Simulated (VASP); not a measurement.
# TlCl (Pm-3m) in VASP: further runs

The runs below take TlCl through single point, relaxation of cell and atoms, with PBE.

All numbers are computed with VASP 6.6.1; they aren't measurements. Logs are shortened: lines on timing, memory, paths and dates and some standing lists are left out, and cuts for length are marked.

## Step 1: The cell of the first run

The structure is cubic, space group Pm-3m (No. 221). The conventional cell has a = 3.897 Å, b = 3.897 Å, c = 3.897 Å, α = 90.00°, β = 90.00°, γ = 90.00°. Within 4.4 Å of Tl (site symmetry m-3m) lie 8 Cl at 3.38 Å and 6 Tl at 3.90 Å. Cl (site symmetry m-3m) has 8 Tl at 3.38 Å and 6 Cl at 3.90 Å within 4.4 Å.

## Step 2: Single point, PBE

INCAR reads:

```
PREC = Accurate
ENCUT = 500
EDIFF = 1E-6
ISMEAR = 0
SIGMA = 0.02
LREAL = False
LASPH = True
NELM = 120
ALGO = Normal
ISIF = 2
LWAVE = False
LCHARG = False
GGA = PE
NBANDS = 17
GGA_COMPAT = False
```

KPOINTS reads:

```
regular mesh
0
Gamma
  8 8 8
```

POSCAR reads:

```
TlCl
1.0
    3.8974833452      0.0000000000      0.0000000000
    0.0000000000      3.8974833452      0.0000000000
    0.0000000000      0.0000000000      3.8974833452
Tl Cl
1 1
Direct
    0.0000000000      0.0000000000      0.0000000000
    0.5000000000      0.5000000000      0.5000000000
```

Potentials or basis: VASP PAW PBE potentials, release 64 (Tl_d, Cl).

Launch:

```sh
$ cat potpaw_PBE.64/Tl_d/POTCAR potpaw_PBE.64/Cl/POTCAR > POTCAR
$ mpirun -np 1 vasp_std > vasp.out
```

OUTCAR:

```text
PREC = Accurate
   ENCUT = 500
   EDIFF = 1E-6
   ISMEAR = 0
   LREAL = False
   LASPH = True
   NELM = 120
   ISIF = 2
   GGA = PE

 ion  position               nearest neighbor table
   1  0.000  0.000  0.000-   2 3.38   2 3.38   2 3.38   2 3.38   2 3.38   2 3.38   2 3.38   2 3.38

   2  0.500  0.500  0.500-   1 3.38   1 3.38   1 3.38   1 3.38   1 3.38   1 3.38   1 3.38   1 3.38

  LATTYP: Found a simple cubic cell.
 ALAT       =     3.8974833452

  Lattice vectors:

 A1 = (   3.8974833452,   0.0000000000,   0.0000000000)
 A2 = (   0.0000000000,   3.8974833452,   0.0000000000)
 A3 = (   0.0000000000,   0.0000000000,   3.8974833452)

Analysis of symmetry for initial positions (statically):
=====================================================================
 Subroutine PRICEL returns:
 Original cell was already a primitive cell.

 Routine SETGRP: Setting up the symmetry group for a
 simple cubic supercell.

 Subroutine GETGRP returns: Found 48 space group operations
 (whereof 48 operations were pure point group operations)
 out of a pool of 48 trial point group operations.

The static configuration has the point symmetry O_h .

Analysis of symmetry for dynamics (positions and initial velocities):
=====================================================================
 Subroutine PRICEL returns:
 Original cell was already a primitive cell.

 Routine SETGRP: Setting up the symmetry group for a
 simple cubic supercell.

 Subroutine GETGRP returns: Found 48 space group operations
 (whereof 48 operations were pure point group operations)
 out of a pool of 48 trial point group operations.

The dynamic configuration has the point symmetry O_h .

 Subroutine INISYM returns: Found 48 space group operations
 (whereof 48 operations are pure point group operations),
 and found     1 'primitive' translations

----------------------------------------------------------------------------------------

                                     Primitive cell

  volume of cell :      59.2042

  direct lattice vectors                    reciprocal lattice vectors
     3.897483345  0.000000000  0.000000000     0.256575824  0.000000000  0.000000000
     0.000000000  3.897483345  0.000000000     0.000000000  0.256575824  0.000000000
     0.000000000  0.000000000  3.897483345     0.000000000  0.000000000  0.256575824

  length of vectors
     3.897483345  3.897483345  3.897483345     0.256575824  0.256575824  0.256575824

  position of ions in fractional coordinates (direct lattice)
     0.000000000  0.000000000  0.000000000
     0.500000000  0.500000000  0.500000000

  ion indices of the primitive-cell ions
   primitive index   ion index
                 1           1
                 2           2

----------------------------------------------------------------------------------------

 KPOINTS: regular mesh

Automatic generation of k-mesh.
 Grid dimensions read from file:
 generate k-points for:    8    8    8

 Generating k-lattice:

  Cartesian coordinates                     Fractional coordinates (reciprocal lattice)
     0.032071978  0.000000000  0.000000000     0.125000000  0.000000000  0.000000000
     0.000000000  0.032071978  0.000000000     0.000000000  0.125000000  0.000000000
     0.000000000  0.000000000  0.032071978     0.000000000  0.000000000  0.125000000

  Length of vectors
     0.032071978  0.032071978  0.032071978

  Shift w.r.t. Gamma in fractional coordinates (k-lattice)
     0.000000000  0.000000000  0.000000000

 Subroutine IBZKPT returns following result:
 ===========================================

 Found     35 irreducible k-points:

 Following reciprocal coordinates:
            Coordinates               Weight
  0.000000  0.000000  0.000000      1.000000
  0.125000  0.000000  0.000000      6.000000
  0.250000  0.000000  0.000000      6.000000
  0.375000  0.000000  0.000000      6.000000
  0.500000  0.000000  0.000000      3.000000
  0.125000  0.125000  0.000000     12.000000
[... 16 lines left out ...]
  0.375000  0.375000  0.125000     24.000000
  0.500000  0.375000  0.125000     24.000000
 [... further k-points ...]
   k-points           NKPTS =     35   k-points in BZ     NKDIM =     35   number of bands    NBANDS=     17
   number of dos      NEDOS =    301   number of ions     NIONS =      2
   total plane-waves  NPLWV =  21952
   dimension x,y,z NGX =    28 NGY =   28 NGZ =   28
   dimension x,y,z NGXF=    56 NGYF=   56 NGZF=   56
   ions per type =               1   1
   NGX,Y,Z   is equivalent  to a cutoff of  11.94, 11.94, 11.94 a.u.
   NGXF,Y,Z  is equivalent  to a cutoff of  23.89, 23.89, 23.89 a.u.
 SYSTEM =  unknown system
   PREC   = accura    normal or accurate (medium, high low for compatibility)
   ISTART =      0    job   : 0-new  1-cont  2-samecut
   ICHARG =      2    charge: 1-file 2-atom 10-const
   ISPIN  =      1    spin polarized calculation?
   LNONCOLLINEAR =      F non collinear calculations
   LSORBIT =      F    spin-orbit coupling
   LASPH  =      T    aspherical Exc in radial PAW
   ENCUT  =  500.0 eV  36.75 Ry    6.06 a.u.   7.11  7.11  7.11*2*pi/ulx,y,z
   NELM   =    120;   NELMIN=  2; NELMDL= -5     # of ELM steps
   EDIFF  = 0.1E-05   stopping-criterion for ELM
   LREAL  =      F    real-space projection
   EDIFFG = 0.1E-04   stopping-criterion for IOM
   NSW    =      0    number of steps for IOM
   IBRION =     -1    ionic relax: 0-MD 1-quasi-New 2-CG
   NFREE  =      0    steps in history (QN), initial steepest desc. (CG)
   ISIF   =      2    stress and relaxation
   ISYM   =      2    0-nonsym 1-usesym 2-fastsym
   POTIM  = 0.5000    time-step for ionic-motion
   TEBEG  =    0.0;   TEEND  =   0.0 temperature during run
   PSTRESS=    0.0 pullay stress
   NELECT =      20.0000    total number of electrons
   NUPDOWN=      -1.0000    fix difference up-down
   EMIN   =  10.00;   EMAX   =-10.00  energy-range for DOS
   EFERMI =   0.00;   METHOD = LEGACY
   ISMEAR =     0;   SIGMA  =   0.02  broadening in eV -4-tet -1-fermi 0-gaus
   EFERMI_NEDOS =   21; number of points for ismear=-14 and -15
   IALGO  =     38    algorithm
   IMIX   =      4    mixing-type and parameters
     AMIX     =   0.40;   BMIX     =  1.00
     AMIX_MAG =   1.60;   BMIX_MAG =  1.00
  volume/ion in A,a.u.               =      29.60       199.76
  Fermi-wavevector in a.u.,A,eV,Ry     =   1.140164  2.154597 17.687211  1.299973
  Thomas-Fermi vector in A             =   2.276866
   LORBIT       =      0    0 simple, 1 ext, 2 COOP (PROOUT), +10 PAW based schemes
   GGA     = PE    functional components
   LHFCALC =     F    Hartree Fock is set to
   AEXX    =    0.0000 exact exchange contribution
   IVDW    =     0    specifies the selected vdW correction
   LEPSILON=     F    determine dielectric tensor
   LRPA    =     F    only Hartree local field effects (RPA)
 non-spin polarized calculation
 Gauss-broadening in eV      SIGMA  =   0.02
  energy-cutoff  :      500.00
  volume of cell :       59.20
 maximum number of plane-waves:      1516
   NGX = 15   NGY = 15   NGZ = 15

 number of electron      20.0000001 magnetization

 Free energy of the ion-electron system (eV)
  ---------------------------------------------------
  ext. energy  EPLUGINS =         0.00000000
  ---------------------------------------------------
  free energy    TOTEN  =        -6.01564692 eV

  energy without entropy =       -6.01564692  energy(sigma->0) =       -6.01564692

 E-fermi :   2.3094     XC(G=0):  -8.9000

 val. band max:        2.1782286509   @ k =   0.5000   0.0000   0.0000
 cond. band min:       4.3787162005   @ k =   0.5000   0.0000   0.0000
 fundamental gap:      2.2004875496
 Fermi energy:         2.3093733489

 k-point     1 :       0.0000    0.0000    0.0000
  band No.  band energies     occupation
      1     -11.3064      2.00000
      2      -7.6640      2.00000
      3      -7.6640      2.00000
      4      -7.4511      2.00000
      5      -7.4511      2.00000
      6      -7.4511      2.00000
[... 9 lines left out ...]
     16      14.2048      0.00000
     17      16.3530      0.00000

 k-point     2 :       0.1250    0.0000    0.0000
  band No.  band energies     occupation
      1     -11.2766      2.00000
      2      -7.6623      2.00000
      3      -7.6413      2.00000
      4      -7.4610      2.00000
      5      -7.4610      2.00000
      6      -7.4501      2.00000
[... 9 lines left out ...]
     16      15.0303      0.00000
     17      16.1820      0.00000

 k-point     3 :       0.2500    0.0000    0.0000
  band No.  band energies     occupation
      1     -11.2027      2.00000
      2      -7.6581      2.00000
      3      -7.5877      2.00000
      4      -7.4850      2.00000
      5      -7.4850      2.00000
      6      -7.4479      2.00000
[... 9 lines left out ...]
     16      15.3062      0.00000
     17      16.2862      0.00000

 k-point     4 :       0.3750    0.0000    0.0000
  band No.  band energies     occupation
      1     -11.1257      2.00000
      2      -7.6540      2.00000
      3      -7.5361      2.00000
      4      -7.5087      2.00000
      5      -7.5087      2.00000
      6      -7.4457      2.00000
[... 9 lines left out ...]
     16      14.3852      0.00000
     17      16.3577      0.00000
[... 343 lines left out ...]
      1     -11.0281      2.00000
      2      -7.5810      2.00000
      3      -7.5348      2.00000
      4      -7.4858      2.00000
      5      -7.4855      2.00000
      6      -7.4613      2.00000
[... 9 lines left out ...]
     16      14.0295      0.00000
     17      16.1569      0.00000

 k-point    23 :       0.3750    0.3750    0.1250
  band No.  band energies     occupation
      1     -11.0090      2.00000
      2      -7.5646      2.00000
      3      -7.5230      2.00000
      4      -7.5080      2.00000
      5      -7.4812      2.00000
      6      -7.4386      2.00000
[... 9 lines left out ...]
     16      13.8611      0.00000
     17      15.3774      0.00000

 k-point    24 :       0.5000    0.3750    0.1250
  band No.  band energies     occupation
      1     -10.9914      2.00000
      2      -7.5589      2.00000
      3      -7.5261      2.00000
      4      -7.5069      2.00000
      5      -7.4863      2.00000
      6      -7.4172      2.00000
[... 9 lines left out ...]
     16      13.7529      0.00000
     17      15.7131      0.00000

 [... further k-points ...]
[... 5 lines left out ...]
  --------------------------------------------------------------------------------------
  -------------------------------------------------------------------------------------
  Total       -0.0074920     -0.0074920     -0.0074920      0.0000000      0.0000000     -0.0000000
  in kB       -0.2027471     -0.2027471     -0.2027471      0.0000000      0.0000000     -0.0000000
  external PRESSURE =      -0.2027471 kB  Pullay stress =       0.0000000 kB

 VOLUME and BASIS-vectors are now :
 -----------------------------------------------------------------------------
  energy-cutoff  :      500.00
  volume of cell :       59.20
      direct lattice vectors                 reciprocal lattice vectors
     3.897483345  0.000000000  0.000000000     0.256575824  0.000000000  0.000000000
     0.000000000  3.897483345  0.000000000     0.000000000  0.256575824  0.000000000
     0.000000000  0.000000000  3.897483345     0.000000000  0.000000000  0.256575824

 POSITION                                       TOTAL-FORCE (eV/Angst)
 -----------------------------------------------------------------------------------
      0.00000      0.00000      0.00000         0.000000      0.000000      0.000000
      1.94874      1.94874      1.94874         0.000000      0.000000      0.000000
 -----------------------------------------------------------------------------------
    total drift:                               -0.000000      0.000000      0.000000

  FREE ENERGIE OF THE ION-ELECTRON SYSTEM (eV)
  ---------------------------------------------------
  free  energy   TOTEN  =        -6.0156469152 eV

  energy  without entropy=       -6.0156469152  energy(sigma->0) =       -6.01564692
```

Run time: 32 s. Hardware: 1 thread of Intel Xeon 8259CL, shared host; peak memory 0.17 GiB.

What came out:

| Quantity | Value |
| --- | --- |
| Free energy | -6.0156 eV |
| Pressure | 0.0 GPa |
| Band gap on the k mesh | 2.20 eV |

Caveat: spin-orbit coupling is left out, which moves the levels of the heavy elements. A k mesh can miss the band edges.

## Step 3: Relaxation of cell and atoms, PBE

This run uses another cell than the first one, of 28.26 Å³/atom.

INCAR reads:

```
SYSTEM = TlCl
PREC = Accurate
ENCUT = 500
EDIFF = 1E-7
ISMEAR = 0
SIGMA = 0.02
LREAL = .FALSE.
LASPH = .TRUE.
NELM = 120
ALGO = Normal
ISIF = 3
LWAVE = .FALSE.
LCHARG = .FALSE.
GGA = PE
IBRION = 2
NSW = 100
EDIFFG = -0.005
GGA_COMPAT = .FALSE.
NELMIN = 4
```

KPOINTS reads:

```
regular mesh
0
G
  8 8 8
  0 0 0
```

POSCAR reads:

```
TlCl
1.0
    3.8374673800      0.0000000000      0.0000000000
    0.0000000000      3.8374673800      0.0000000000
    0.0000000000      0.0000000000      3.8374673800
Tl Cl
1 1
Direct
    0.0000000000      0.0000000000      0.0000000000
    0.5000000000      0.5000000000      0.5000000000
```

Potentials or basis: VASP PAW PBE potentials, release 64 (Tl_d, Cl).

Launch:

```sh
$ cat potpaw_PBE.64/Tl_d/POTCAR potpaw_PBE.64/Cl/POTCAR > POTCAR
$ mpirun -np 1 vasp_std > vasp.out
```

Wall time 56 s (1 thread of Intel Xeon 8259CL, shared host); peak memory 0.18 GiB.

It converged, with:

```
Free energy                           : -6.0144 eV
Relaxed volume                        : 29.59 Å³/atom
Relaxed cell                          : a = 3.897 Å, b = 3.897 Å, c = 3.897 Å, α = 90.00°, β = 90.00°, γ = 90.00°
Space group after relaxing (to 0.1 Å) : Pm-3m (No. 221)
Energy gained by relaxing             : 4.4 meV/atom
Ionic steps                           : 3
Pressure after relaxing               : 0.0 GPa
Band gap on the k mesh                : 2.20 eV
```

The path:
| step | energy change (eV) | largest force (eV/Å) | pressure (GPa) | volume (Å³) |
| --- | --- | --- | --- | --- |
| 1 | 0.0000 | 0.0000 | 1.13 | 56.51 |
| 2 | -0.0077 | 0.0000 | 0.38 | 58.16 |
| 3 | -0.0088 | 0.0000 | -0.02 | 59.19 |

Final structure:
```
Tl Cl
1.0
     3.89714    0.00000    0.00000
     0.00000    3.89714    0.00000
     0.00000    0.00000    3.89714
Tl Cl
1 1
Direct
  0.00000 0.00000 0.00000
  0.50000 0.50000 0.50000
```

Levels at points of the mesh, in eV from the valence-band top:
```tsv
k point	band 7	band 8	band 9	band 10	band 11	band 12	band 13	band 14
(0.00, 0.00, 0.00)	-4.44	-1.30	-1.30	-1.30	7.64	7.64	7.64	7.96
(0.50, 0.00, 0.00)	-5.16	-0.92	-0.92	0.00	2.20	6.56	6.56	8.97
(0.50, 0.50, 0.00)	-3.29	-2.65	-2.65	-0.87	4.85	4.85	8.26	8.45
(0.50, 0.50, 0.50)	-2.21	-1.78	-1.78	-1.78	2.72	2.72	2.72	12.59
```

Caveat: spin-orbit coupling is left out, which moves the levels of the heavy elements.
